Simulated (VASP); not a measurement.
Write the native input for VASP 6.6.1 that does the following.

- Task: single point
- Functional: r2SCAN
- Potentials or basis: VASP PAW PBE potentials, release 64 (F, O)
- Cutoff: 520 eV
- k mesh: 12 × 12 × 12
- Occupations: fermi-dirac, width 0.1 eV
- Spin: no spin polarisation
- Dipole correction: no
- Further INCAR settings: ALGO = Normal; EDIFF = 1e-06; NBANDS = 16

The system is O2F (fluorite type).

```
F O
1.0
     0.00000    2.52162    2.52162
     2.52162    0.00000    2.52162
     2.52162    2.52162    0.00000
F O
1 2
Direct
  0.00000 0.00000 0.00000
  0.25000 0.25000 0.25000
  0.75000 0.75000 0.75000
```

These files were run (other wordings do the same):

POSCAR

```
O2F
1.0
    0.0000000000      2.5216172782      2.5216172782
    2.5216172782      0.0000000000      2.5216172782
    2.5216172782      2.5216172782      0.0000000000
F O
1 2
Direct
    0.0000000000      0.0000000000      0.0000000000
    0.2500000000      0.2500000000      0.2500000000
    0.7500000000      0.7500000000      0.7500000000
```

INCAR.step1

```
SYSTEM = O2F
ALGO     = Normal         ! electronic algorithm
EDIFF    = 1E-4           ! SCF threshold, eV
ENCUT    = 520            ! plane-wave cutoff, eV
GGA      = PE             ! functional
ISMEAR   = -1             ! smearing method
LASPH    = .True.         ! aspherical terms in the spheres
LCHARG   = .False.        ! write CHGCAR
LREAL    = .False.        ! projectors in reciprocal space
LWAVE    = .True.         ! write WAVECAR
NBANDS   = 16             ! bands
NELM     = 60             ! most SCF steps
PREC     = Accurate       ! precision mode
SIGMA    = 0.1            ! smearing width, eV
```

INCAR.step2

```
SYSTEM = O2F
ALGO     = Normal         ! electronic algorithm
EDIFF    = 1E-6           ! SCF threshold, eV
ENCUT    = 520            ! plane-wave cutoff, eV
ISIF     = 2              ! what is computed and relaxed
ISMEAR   = -1             ! smearing method
ISTART   = 1            
LASPH    = .True.         ! aspherical terms in the spheres
LCHARG   = .True.         ! write CHGCAR
LELF     = .True.         ! ELF
LMIXTAU  = .True.       
LREAL    = .False.        ! projectors in reciprocal space
LVHAR    = .True.       
LWAVE    = .False.        ! write WAVECAR
METAGGA  = R2SCAN         ! meta-GGA
NBANDS   = 16             ! bands
NELM     = 60             ! most SCF steps
PREC     = Accurate       ! precision mode
SIGMA    = 0.1            ! smearing width, eV
```

KPOINTS

```
k-points
0
Gamma
  12 12 12
  0 0 0
```

Potentials or basis: VASP PAW PBE potentials, release 64 (F, O).

Run with:

```bash
$ cat potpaw_PBE.64/F/POTCAR potpaw_PBE.64/O/POTCAR > POTCAR
$ cp INCAR.step1 INCAR
$ mpirun -np 1 vasp_std > vasp.out
$ cp INCAR.step2 INCAR
$ mpirun -np 1 vasp_std > vasp.out
```

Results of the run:

* Pressure: -7.4 GPa
* Band gap on the k mesh: zero (an odd number of electrons rules out a gap without spin polarisation)

Caveat: the cell stands under tension; the PAW data sets were made with another functional, which shifts forces and pressure a little; an odd number of electrons without spin polarisation forces a metal; a magnetic or distorted state may lie lower.

Run time: 3.4 min on 1 thread of AMD EPYC 7R13 (shared host), peak memory 0.15 GiB.
